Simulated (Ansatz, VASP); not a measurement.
KMgF3: VASP beside Ansatz

```xyz
5
Lattice="4.0607 0.0000 0.0000 0.0000 2.8711 2.8728 0.0000 -2.8711 2.8728" Properties=species:S:1:pos:R:3 pbc="T T T"
K     0.0000    0.0000   -0.0011
Mg    2.0304    0.0000    2.8691
F     0.0000    0.0000    2.8698
F     2.0304   -1.4365    4.3042
F     2.0304    1.4365    4.3042
```

Change from the starting cell: species swapped into the BaTiO3 type (Amm2, No. 38).

Alike in both runs: functional PBE; k mesh 3 × 3 × 3; occupations gaussian, width 0.15 eV; no spin polarisation.

Ansatz relaxed the structure, and its values are those at the end. VASP's run is a single point on that final structure, the one shown.

|  | VASP | Ansatz |
| --- | --- | --- |
| version | VASP 6.6.1 | Ansatz 0.2.0 |
| potentials or method | VASP PAW PBE potentials, release 64 (K_sv, Mg, F), cutoff 600 eV | scalar-relativistic, plane waves, PAW |
| valence electrons in the cell | 32 | 40 |

|  | VASP | Ansatz | Ansatz less VASP |
| --- | --- | --- | --- |
| gap on the k mesh at the Fermi level (eV) | 7.04 | 7.07 | +0.029 |
| least direct gap on the mesh (eV) | 7.21 | 7.24 | +0.027 |
| pressure (GPa) | -0.9 | -0.3 | +0.53 |

VASP's potentials hold 32 valence electrons a cell and Ansatz's 40, so a difference there can come from the potentials and not from the codes.

The k mesh is coarse, so the values compare programs but aren't converged.
